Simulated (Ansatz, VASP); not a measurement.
**NbRh in VASP and in Ansatz**

```xyz
2
Lattice="2.7852 0.0000 0.0000 0.0000 2.7852 0.0000 0.0000 0.0000 3.8090" Properties=species:S:1:pos:R:3 pbc="T T T"
Nb    0.0000    0.0000    0.0000
Rh    1.3926    1.3926    1.9045
```

Change from the starting cell: equal xx and yy strain of -2 %.

Alike in both runs: task single point; functional PBEsol; k mesh 14 × 14 × 11; occupations fermi-dirac, width 0.05 eV; no spin polarisation.

```csv
,VASP,Ansatz
version,VASP 6.6.1,Ansatz 0.2.0
potentials or method,"VASP PAW PBE potentials, release 64 (Nb_sv, Rh_pv), cutoff 520 eV","all-electron LAPW, scalar-relativistic"
```

VASP gave:

- pressure (GPa): 9.4
- traceless stress, the component that is largest in VASP (GPa): -0.60

Question: What did Ansatz give for the same quantities?

Answer: Pressure (GPa): 9.6; traceless stress, the component that is largest in VASP (GPa): -0.57.

VASP's potentials were made for PBE, not for PBEsol. Ansatz ran all-electron here, and VASP with PAW potentials.
